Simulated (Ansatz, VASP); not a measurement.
GaN: VASP beside Ansatz

POSCAR

```
GaN
1.0
    0.0000000000      2.2491509465      2.2491509465
    2.2491509465      0.0000000000      2.2491509465
    2.2491509465      2.2491509465      0.0000000000
Ga N
1 1
Direct
    0.0000000000      0.0000000000      0.0000000000
    0.2500000000      0.2500000000      0.2500000000
```

INCAR.step1

```
SYSTEM = GaN
PREC = Accurate
ENCUT = 660
ISMEAR = 0
SIGMA = 0.02
LREAL = .FALSE.
LASPH = .TRUE.
NELM = 120
NBANDS = 16
GGA = PE
ALGO = Normal
EDIFF = 1E-5
LWAVE = .TRUE.
LCHARG = .FALSE.
GGA_COMPAT = .FALSE.
```

INCAR.step2

```
SYSTEM = GaN
PREC = Accurate
ENCUT = 660
EDIFF = 1E-6
ISMEAR = 0
SIGMA = 0.02
LREAL = .FALSE.
LASPH = .TRUE.
NELM = 120
ALGO = Normal
ISIF = 2
LWAVE = .FALSE.
LCHARG = .TRUE.
METAGGA = R2SCAN
LMIXTAU = .TRUE.
LELF = .TRUE.
LVHAR = .TRUE.
NBANDS = 16
ISTART = 1
GGA_COMPAT = .FALSE.
```

KPOINTS

```
regular mesh
0
G
  10 10 10
  0 0 0
```

Input for Ansatz:

```yaml
crystal:
  lattice:
    - [0.0, 2.2491509465, 2.2491509465]
    - [2.2491509465, 0.0, 2.2491509465]
    - [2.2491509465, 2.2491509465, 0.0]
  atoms:
    - { symbol: Ga, position: [0.0, 0.0, 0.0] }
    - { symbol: "N", position: [0.25, 0.25, 0.25] }
basis:
  ecutwfc: 500
kpoints:
  mp_grid: { grid: [10, 10, 10] }
hamiltonian:
  xc: r2scan
  pseudopotentials: { kind: paw, azcp: { folder: soft_1 } }
scf:
  occupations: { method: gaussian, width: 0.02 }
output:
  forces: true
  stress: true
  eigenvalues: true
```

Alike in both runs: task single point; functional r2SCAN; k mesh 10 × 10 × 10; occupations gaussian, width 0.02 eV; no spin polarisation.

```csv
,VASP,Ansatz
version,VASP 6.6.1,Ansatz 0.2.0
potentials or method,"VASP PAW PBE potentials, release 64 (Ga_d, N), cutoff 660 eV","scalar-relativistic, plane waves, PAW"
valence electrons in the cell,18,18
```

|  | VASP | Ansatz | Ansatz less VASP |
| --- | --- | --- | --- |
| gap on the k mesh at the Fermi level (eV) | 2.16 | 2.17 | +0.010 |
| least direct gap on the mesh (eV) | 2.16 | 2.17 | +0.010 |
| pressure (GPa) | 1.2 | 0.0 | -1.22 |

VASP's potentials were made for PBE, not for r2SCAN. With one functional, cell and mesh, what is left measures potentials, basis and numerics.
